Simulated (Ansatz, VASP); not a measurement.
## MgS in VASP and in Ansatz

POSCAR

```
MgS
1.0
    0.0000000000      2.7057160000      2.3935180000
    2.7057160000      0.0000000000      2.3935180000
    2.7057160000      2.7057160000      0.0000000000
Mg S
1 1
Direct
    0.0000000000      0.0000000000      0.0000000000
    0.5000000000      0.5000000000      0.5000000000
```

The input INCAR.step1:

```
SYSTEM = MgS
ALGO = Normal ; EDIFF = 1E-4
ENCUT = 520 ; GGA = PE
ISMEAR = 0 ; LASPH = .TRUE.
LCHARG = .FALSE. ; LREAL = .FALSE.
LWAVE = .TRUE. ; NBANDS = 11
NELM = 80 ; PREC = Accurate
SIGMA = 0.05
```

Contents of INCAR.step2:

```
SYSTEM = MgS
ALGO = Normal ; EDIFF = 1E-6
ENCUT = 520 ; ISIF = 2
ISMEAR = 0 ; ISTART = 1
LASPH = .TRUE. ; LCHARG = .TRUE.
LELF = .TRUE. ; LMIXTAU = .TRUE.
LREAL = .FALSE. ; LVHAR = .TRUE.
LWAVE = .FALSE. ; METAGGA = R2SCAN
NBANDS = 11 ; NELM = 80
PREC = Accurate ; SIGMA = 0.05
```

The input KPOINTS:

```
k-points
0
G
  8 8 8
  0 0 0
```

Input for Ansatz:

```yaml
crystal:
  lattice:
    - [0.0, 2.705716, 2.393518]
    - [2.705716, 0.0, 2.393518]
    - [2.705716, 2.705716, 0.0]
  atoms:
    - { symbol: Mg, position: [0.0, 0.0, 0.0] }
    - { symbol: S, position: [0.5, 0.5, 0.5] }
basis:
  ecutwfc: 500
kpoints:
  mp_grid: { grid: [8, 8, 8] }
hamiltonian:
  xc: r2scan
scf:
  occupations: { method: gaussian, width: 0.05 }
output:
  forces: true
  stress: true
  eigenvalues: true
```

Change from the starting cell: strain +0.040 along x and y, -0.080 along z, atoms carried along.

Alike in both runs: task single point; functional r2SCAN; k mesh 8 × 8 × 8; occupations gaussian, width 0.05 eV; no spin polarisation.

|  | VASP | Ansatz |
| --- | --- | --- |
| version | VASP 6.6.1 | Ansatz 0.2.0 |
| potentials or method | VASP PAW PBE potentials, release 64 (Mg, S), cutoff 520 eV | scalar-relativistic, plane waves, PAW |
| valence electrons in the cell | 8 | 16 |

|  | VASP | Ansatz | Ansatz less VASP |
| --- | --- | --- | --- |
| gap on the k mesh at the Fermi level (eV) | 3.04 | 3.07 | +0.027 |
| least direct gap on the mesh (eV) | 4.45 | 4.47 | +0.024 |
| pressure (GPa) | 2.7 | 3.1 | +0.44 |
| traceless stress, the component that is largest in VASP (GPa) | 11.19 | 11.32 | +0.130 |

VASP's potentials were made for PBE, not for r2SCAN. VASP's potentials hold 8 valence electrons a cell and Ansatz's 16, so a difference there can come from the potentials and not from the codes.
